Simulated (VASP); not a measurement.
# FeClO (Pmmn) in VASP: single point with LDA+U

Aim: the single point of FeClO with LDA+U.

Everything below comes from runs of VASP 6.6.1. Logs are shortened: lines on timing, memory, paths and dates and some standing lists are left out, and cuts for length are marked.

## 1. The cell of the first run

The structure is orthorhombic, space group Pmmn (No. 59). The conventional cell has a = 3.300 Å, b = 3.750 Å, c = 7.650 Å, α = 90.00°, β = 90.00°, γ = 90.00°. Fe (site symmetry mm2) has 4 O at 1.88 to 2.15 Å and 2 Cl at 2.29 Å within 2.5 Å. Cl (site symmetry mm2) has 2 Fe at 2.29 Å and 5 O at 2.97 to 3.02 Å within 3.1 Å. O (site symmetry mm2) has 4 Fe at 1.88 to 2.15 Å within 2.5 Å.

## 2. Single point, LDA+U, collinear spin

Contents of INCAR:

```
SYSTEM = FeClO
PREC = Accurate ; ENCUT = 520
EDIFF = 1E-6 ; ISMEAR = 0
SIGMA = 0.05 ; LREAL = .FALSE.
LASPH = .TRUE. ; NELM = 150
ALGO = Normal ; ISIF = 2
LWAVE = .FALSE. ; LCHARG = .FALSE.
ISPIN = 2 ; MAGMOM = 3.15 3.12 -0.14 -0.06 -0.31 -0.02
LORBIT = 11 ; LMAXMIX = 4
LDAU = .TRUE. ; LDAUTYPE = 2
LDAUL = 2 -1 -1 ; LDAUU = 6 0 0
LDAUJ = 0 0 0 ; LDAUPRINT = 1
GGA = CA ; NBANDS = 34
```

Contents of KPOINTS:

```
Automatic mesh
0
G
  6 5 3
  0 0 0
```

Contents of POSCAR:

```
FeClO
1.0
    3.3000005800      0.0000000000      0.0000000000
    0.0000000000      3.7500006600      0.0000000000
    0.0000000000      0.0000000000      7.6500013500
Fe Cl O
2 2 2
Direct
    0.5000000000      0.0000000000      0.0970000000
    0.0000000000      0.5000000000      0.9030000000
    0.0000000000      0.0000000000      0.3050000000
    0.5000000000      0.5000000000      0.6950000000
    0.0000000000      0.0000000000      0.9170000000
    0.5000000000      0.5000000000      0.0830000000
```

Potentials or basis: VASP PAW LDA potentials, release 64 (Fe, Cl, O).

The run is started by

```sh
> cat potpaw_LDA.64/Fe/POTCAR potpaw_LDA.64/Cl/POTCAR potpaw_LDA.64/O/POTCAR > POTCAR
> mpirun -np 1 vasp_std > vasp.out
```

OUTCAR:

```text
SYSTEM = FeClO
   PREC = Accurate
   ENCUT = 520
   EDIFF = 1E-6
   ISMEAR = 0
   LREAL = .FALSE.
   LASPH = .TRUE.
   NELM = 150
   ISIF = 2
   ISPIN = 2
   LORBIT = 11
   GGA = CA

 ion  position               nearest neighbor table
   1  0.500  0.000  0.097-   6 1.88   6 1.88   5 2.15   5 2.15   3 2.29   3 2.29   2 2.91   2 2.91
                             2 2.91   2 2.91
   2  0.000  0.500  0.903-   5 1.88   5 1.88   6 2.15   6 2.15   4 2.29   4 2.29   1 2.91   1 2.91
                             1 2.91   1 2.91
   3  0.000  0.000  0.305-   1 2.29   1 2.29
   4  0.500  0.500  0.695-   2 2.29   2 2.29
   5  0.000  0.000  0.917-   2 1.88   2 1.88   1 2.15   1 2.15
   6  0.500  0.500  0.083-   1 1.88   1 1.88   2 2.15   2 2.15

  LATTYP: Found a simple orthorhombic cell.
 ALAT       =     3.3000005800
 B/A-ratio  =     1.1363636366
 C/A-ratio  =     2.3181818198

  Lattice vectors:

 A1 = (   3.3000005800,   0.0000000000,   0.0000000000)
 A2 = (   0.0000000000,   3.7500006600,   0.0000000000)
 A3 = (   0.0000000000,   0.0000000000,   7.6500013500)

Analysis of symmetry for initial positions (statically):
=====================================================================
 Subroutine PRICEL returns:
 Original cell was already a primitive cell.

 Routine SETGRP: Setting up the symmetry group for a
 simple orthorhombic supercell.

 Subroutine GETGRP returns: Found  8 space group operations
 (whereof  4 operations were pure point group operations)
 out of a pool of  8 trial point group operations.

The static configuration has the point symmetry C_2v.
 The point group associated with its full space group is D_2h.

Analysis of symmetry for dynamics (positions and initial velocities):
=====================================================================
 Subroutine PRICEL returns:
 Original cell was already a primitive cell.

 Routine SETGRP: Setting up the symmetry group for a
 simple orthorhombic supercell.

 Subroutine GETGRP returns: Found  8 space group operations
 (whereof  4 operations were pure point group operations)
 out of a pool of  8 trial point group operations.

The dynamic configuration has the point symmetry C_2v.
 The point group associated with its full space group is D_2h.

Analysis of structural, dynamic, and magnetic symmetry:
=====================================================================
 Subroutine PRICEL returns:
 Original cell was already a primitive cell.

 Routine SETGRP: Setting up the symmetry group for a
 simple orthorhombic supercell.

 Subroutine GETGRP returns: Found  4 space group operations
 (whereof  4 operations were pure point group operations)
 out of a pool of  8 trial point group operations.

The overall configuration has the point symmetry C_2v.

 Subroutine INISYM returns: Found  4 space group operations
 (whereof  4 operations are pure point group operations),
 and found     1 'primitive' translations

----------------------------------------------------------------------------------------

                                     Primitive cell

  volume of cell :      94.6688

  direct lattice vectors                    reciprocal lattice vectors
     3.300000580  0.000000000  0.000000000     0.303030250  0.000000000  0.000000000
     0.000000000  3.750000660  0.000000000     0.000000000  0.266666620  0.000000000
     0.000000000  0.000000000  7.650001350     0.000000000  0.000000000  0.130718931

  length of vectors
     3.300000580  3.750000660  7.650001350     0.303030250  0.266666620  0.130718931

  position of ions in fractional coordinates (direct lattice)
     0.500000000  0.000000000  0.097000000
     0.000000000  0.500000000  0.903000000
     0.000000000  0.000000000  0.305000000
     0.500000000  0.500000000  0.695000000
     0.000000000  0.000000000  0.917000000
     0.500000000  0.500000000  0.083000000

  ion indices of the primitive-cell ions
   primitive index   ion index
                 1           1
                 2           2
                 3           3
                 4           4
                 5           5
                 6           6

[... 111 lines left out ...]
   NGX = 13   NGY = 13   NGZ = 29

 number of electron      42.0000007 magnetization      10.0004947

atom =   1  type =  1  l = 2

 onsite density matrix

spin component  1

  0.9954  0.0000  0.0000  0.0000  0.0000
  0.0000  0.9958  0.0000  0.0000  0.0000
  0.0000  0.0000  1.0091  0.0000  0.0608
  0.0000  0.0000  0.0000  1.0512  0.0000
  0.0000  0.0000  0.0608  0.0000  1.0968

spin component  2

  0.0940  0.0000  0.0000  0.0000  0.0000
  0.0000  0.0990  0.0000  0.0000  0.0000
  0.0000  0.0000  0.1022  0.0000  0.1060
  0.0000  0.0000  0.0000  0.2917  0.0000
  0.0000  0.0000  0.1060  0.0000  0.2520

 occupancies and eigenvectors

  o =  0.0473  v =  0.0000  0.0000  0.0000  0.0000  0.0000  0.0000  0.0000 -0.8880  0.0000  0.4599      0.0000  0.0000  0.0000  0.0000  0.0000  0.0000  0.0000  0.0000  0.0000  0.0000
  o =  0.0940  v =  0.0000  0.0000  0.0000  0.0000  0.0000  1.0000  0.0000  0.0000  0.0000  0.0000      0.0000  0.0000  0.0000  0.0000  0.0000  0.0000  0.0000  0.0000  0.0000  0.0000
  o =  0.0990  v =  0.0000  0.0000  0.0000  0.0000  0.0000  0.0000  1.0000  0.0000  0.0000  0.0000      0.0000  0.0000  0.0000  0.0000  0.0000  0.0000  0.0000  0.0000  0.0000  0.0000
  o =  0.2917  v =  0.0000  0.0000  0.0000  0.0000  0.0000  0.0000  0.0000  0.0000 -1.0000  0.0000      0.0000  0.0000  0.0000  0.0000  0.0000  0.0000  0.0000  0.0000  0.0000  0.0000
  o =  0.3070  v =  0.0000  0.0000  0.0000  0.0000  0.0000  0.0000  0.0000 -0.4599  0.0000 -0.8880      0.0000  0.0000  0.0000  0.0000  0.0000  0.0000  0.0000  0.0000  0.0000  0.0000
  o =  0.9780  v =  0.0000  0.0000 -0.8903  0.0000  0.4553  0.0000  0.0000  0.0000  0.0000  0.0000      0.0000  0.0000  0.0000  0.0000  0.0000  0.0000  0.0000  0.0000  0.0000  0.0000
  o =  0.9954  v =  1.0000  0.0000  0.0000  0.0000  0.0000  0.0000  0.0000  0.0000  0.0000  0.0000      0.0000  0.0000  0.0000  0.0000  0.0000  0.0000  0.0000  0.0000  0.0000  0.0000
  o =  0.9958  v =  0.0000  1.0000  0.0000  0.0000  0.0000  0.0000  0.0000  0.0000  0.0000  0.0000      0.0000  0.0000  0.0000  0.0000  0.0000  0.0000  0.0000  0.0000  0.0000  0.0000
  o =  1.0512  v =  0.0000  0.0000  0.0000 -1.0000  0.0000  0.0000  0.0000  0.0000  0.0000  0.0000      0.0000  0.0000  0.0000  0.0000  0.0000  0.0000  0.0000  0.0000  0.0000  0.0000
  o =  1.1279  v =  0.0000  0.0000 -0.4553  0.0000 -0.8903  0.0000  0.0000  0.0000  0.0000  0.0000      0.0000  0.0000  0.0000  0.0000  0.0000  0.0000  0.0000  0.0000  0.0000  0.0000

atom =   2  type =  1  l = 2

 onsite density matrix

spin component  1

  0.9954  0.0000  0.0000  0.0000  0.0000
  0.0000  0.9958  0.0000  0.0000  0.0000
  0.0000  0.0000  1.0091  0.0000  0.0608
  0.0000  0.0000  0.0000  1.0512  0.0000
  0.0000  0.0000  0.0608  0.0000  1.0968

spin component  2

  0.0940  0.0000  0.0000  0.0000  0.0000
  0.0000  0.0990  0.0000  0.0000  0.0000
  0.0000  0.0000  0.1022  0.0000  0.1060
  0.0000  0.0000  0.0000  0.2917  0.0000
  0.0000  0.0000  0.1060  0.0000  0.2520

 occupancies and eigenvectors

  o =  0.0473  v =  0.0000  0.0000  0.0000  0.0000  0.0000  0.0000  0.0000 -0.8880  0.0000  0.4599      0.0000  0.0000  0.0000  0.0000  0.0000  0.0000  0.0000  0.0000  0.0000  0.0000
  o =  0.0940  v =  0.0000  0.0000  0.0000  0.0000  0.0000  1.0000  0.0000  0.0000  0.0000  0.0000      0.0000  0.0000  0.0000  0.0000  0.0000  0.0000  0.0000  0.0000  0.0000  0.0000
  o =  0.0990  v =  0.0000  0.0000  0.0000  0.0000  0.0000  0.0000  1.0000  0.0000  0.0000  0.0000      0.0000  0.0000  0.0000  0.0000  0.0000  0.0000  0.0000  0.0000  0.0000  0.0000
  o =  0.2917  v =  0.0000  0.0000  0.0000  0.0000  0.0000  0.0000  0.0000  0.0000 -1.0000  0.0000      0.0000  0.0000  0.0000  0.0000  0.0000  0.0000  0.0000  0.0000  0.0000  0.0000
  o =  0.3070  v =  0.0000  0.0000  0.0000  0.0000  0.0000  0.0000  0.0000 -0.4599  0.0000 -0.8880      0.0000  0.0000  0.0000  0.0000  0.0000  0.0000  0.0000  0.0000  0.0000  0.0000
  o =  0.9780  v =  0.0000  0.0000 -0.8903  0.0000  0.4553  0.0000  0.0000  0.0000  0.0000  0.0000      0.0000  0.0000  0.0000  0.0000  0.0000  0.0000  0.0000  0.0000  0.0000  0.0000
  o =  0.9954  v =  1.0000  0.0000  0.0000  0.0000  0.0000  0.0000  0.0000  0.0000  0.0000  0.0000      0.0000  0.0000  0.0000  0.0000  0.0000  0.0000  0.0000  0.0000  0.0000  0.0000
  o =  0.9958  v =  0.0000  1.0000  0.0000  0.0000  0.0000  0.0000  0.0000  0.0000  0.0000  0.0000      0.0000  0.0000  0.0000  0.0000  0.0000  0.0000  0.0000  0.0000  0.0000  0.0000
  o =  1.0512  v =  0.0000  0.0000  0.0000 -1.0000  0.0000  0.0000  0.0000  0.0000  0.0000  0.0000      0.0000  0.0000  0.0000  0.0000  0.0000  0.0000  0.0000  0.0000  0.0000  0.0000
  o =  1.1279  v =  0.0000  0.0000 -0.4553  0.0000 -0.8903  0.0000  0.0000  0.0000  0.0000  0.0000      0.0000  0.0000  0.0000  0.0000  0.0000  0.0000  0.0000  0.0000  0.0000  0.0000

 number of electron      42.0000007 magnetization       9.9998032

 Free energy of the ion-electron system (eV)
  ---------------------------------------------------
  ext. energy  EPLUGINS =         0.00000000
  ---------------------------------------------------
  free energy    TOTEN  =       -34.16354617 eV

  energy without entropy =      -34.16354617  energy(sigma->0) =      -34.16354617

 E-fermi :   1.6743     XC(G=0): -10.1847

 val. band max:        1.4110849964   @ k =   0.1667   0.4000   0.0000
 cond. band min:       2.8969902542   @ k =   0.0000   0.0000   0.0000
 fundamental gap:      1.4859052578
 Fermi energy:         1.6742656447

 spin component 1

 k-point     1 :       0.0000    0.0000    0.0000
  band No.  band energies     occupation
      1     -17.2500      1.00000
      2     -16.5164      1.00000
      3     -12.7687      1.00000
      4     -12.7645      1.00000
      5      -6.8111      1.00000
      6      -6.5859      1.00000
[... 853 lines left out ...]
     32      11.7196      0.00000
     33      12.2318      0.00000
 Fermi energy:         1.6742656447

 spin component 2

 k-point     1 :       0.0000    0.0000    0.0000
  band No.  band energies     occupation
      1     -16.4137      1.00000
      2     -15.1468      1.00000
      3     -12.3661      1.00000
      4     -12.3294      1.00000
      5      -3.0414      1.00000
      6      -2.4252      1.00000
[... 853 lines left out ...]
     32      12.4140      0.00000
     33      13.6310      0.00000
 [bands above 33 left out]

------------------------ aborting loop because EDIFF is reached ----------------------------------------

  FORCE on cell =-STRESS in cart. coord.  units (eV):
  Direction    XX          YY          ZZ          XY          YZ          ZX
  --------------------------------------------------------------------------------------
  -------------------------------------------------------------------------------------
  Total       -0.4215585      4.2026229      1.7867385      0.0000000      0.0000000      0.0000000
  in kB       -7.1344673     71.1253034     30.2388108      0.0000000      0.0000000      0.0000000
  external PRESSURE =      31.4098823 kB  Pullay stress =       0.0000000 kB

 VOLUME and BASIS-vectors are now :
 -----------------------------------------------------------------------------
  energy-cutoff  :      520.00
  volume of cell :       94.67
      direct lattice vectors                 reciprocal lattice vectors
     3.300000580  0.000000000  0.000000000     0.303030250  0.000000000  0.000000000
     0.000000000  3.750000660  0.000000000     0.000000000  0.266666620  0.000000000
     0.000000000  0.000000000  7.650001350     0.000000000  0.000000000  0.130718931

 POSITION                                       TOTAL-FORCE (eV/Angst)
 -----------------------------------------------------------------------------------
      1.65000      0.00000      0.74205         0.000000      0.000000      0.297084
      0.00000      1.87500      6.90795         0.000000      0.000000     -0.297096
      0.00000      0.00000      2.33325         0.000000      0.000000      0.860594
      1.65000      1.87500      5.31675         0.000000      0.000000     -0.860588
      0.00000      0.00000      7.01505         0.000000      0.000000      1.561147
      1.65000      1.87500      0.63495         0.000000      0.000000     -1.561142
 -----------------------------------------------------------------------------------
    total drift:                                0.000000     -0.000000      0.000033

  FREE ENERGIE OF THE ION-ELECTRON SYSTEM (eV)
  ---------------------------------------------------
  free  energy   TOTEN  =       -34.1635461714 eV

  energy  without entropy=      -34.1635461714  energy(sigma->0) =      -34.16354617

 total charge

# of ion       s       p       d       tot
------------------------------------------
    1        0.415   0.607   5.953   6.975
    2        0.415   0.607   5.953   6.975
    3        1.601   3.522   0.000   5.123
    4        1.601   3.522   0.000   5.123
    5        1.553   3.478   0.000   5.031
    6        1.553   3.478   0.000   5.031
--------------------------------------------------
tot          7.138  15.215  11.906  34.259

 magnetization (x)

# of ion       s       p       d       tot
------------------------------------------
    1        0.025   0.033   4.297   4.355
    2        0.025   0.033   4.297   4.355
    3        0.007   0.208   0.000   0.215
    4        0.007   0.208   0.000   0.215
    5        0.017   0.335   0.000   0.352
    6        0.017   0.335   0.000   0.352
--------------------------------------------------
tot          0.099   1.153   8.593   9.845
```

It took 2.8 min on 1 thread of AMD EPYC 7R13 (Zen 3), shared host; peak memory 0.22 GiB.

What came out:

| Quantity | Value |
| --- | --- |
| Free energy | -34.1635 eV |
| Pressure | 3.1 GPa |
| Largest force | 1.561 eV/Å |
| Band gap on the k mesh | 1.49 eV (least direct gap 1.55 eV) |
| Net moment | 10.00 μB per cell |
| Site moments | Fe +4.36; Cl +0.21; O +0.35 μB |
| Valence electrons inside the program's atomic spheres | Fe 6.97; Cl 5.12; O 5.03 |

Forces in eV/Å, atoms in the order of the input:
```
Fe   0.000  0.000  0.297
Fe   0.000  0.000 -0.297
Cl   0.000  0.000  0.861
Cl   0.000  0.000 -0.861
O    0.000  0.000  1.561
O    0.000  0.000 -1.561
```

Eigenvalues of the final occupation matrices:
```
    site  spin  trace               eigenvalues
site 1 d     1   5.15  0.98 1.00 1.00 1.05 1.13
site 1 d     2   0.84  0.05 0.09 0.10 0.29 0.31
site 2 d     1   5.15  0.98 1.00 1.00 1.05 1.13
site 2 d     2   0.84  0.05 0.09 0.10 0.29 0.31
```

Caveat: the cell stands under pressure; an odd mesh through Γ misses points on the zone boundary, where band edges can lie; forces of over 1 eV/Å act on the atoms, so gaps and moduli don't describe the material at rest.
